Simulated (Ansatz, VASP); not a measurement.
# CdF2: VASP beside Ansatz

```
Cd F
1.0
     0.00000    2.86667    2.75401
     2.86667    0.00000    2.75401
     2.86667    2.86667    0.00000
Cd F
1 2
Direct
  0.00000 0.00000 0.00000
  0.25000 0.25000 0.25000
  0.75000 0.75000 0.75000
```

Alike in both runs: task single point; functional PBEsol; k mesh 8 × 8 × 8; occupations gaussian, width 0.05 eV; no spin polarisation.

```csv
,VASP,Ansatz
version,VASP 6.6.1,Ansatz 0.2.0
potentials or method,"VASP PAW PBE potentials, release 64 (Cd, F), cutoff 520 eV","scalar-relativistic, plane waves, PAW"
valence electrons in the cell,26,34
```

|  | VASP | Ansatz | Ansatz less VASP |
| --- | --- | --- | --- |
| gap on the k mesh at the Fermi level (eV) | 2.36 | 2.38 | +0.025 |
| least direct gap on the mesh (eV) | 2.88 | 2.91 | +0.029 |
| pressure (GPa) | -10.9 | -11.2 | -0.29 |
| traceless stress, the component that is largest in VASP (GPa) | 2.60 | 2.63 | +0.025 |

VASP's potentials were made for PBE, not for PBEsol. VASP's potentials hold 26 valence electrons a cell and Ansatz's 34, so a difference there can come from the potentials and not from the codes.
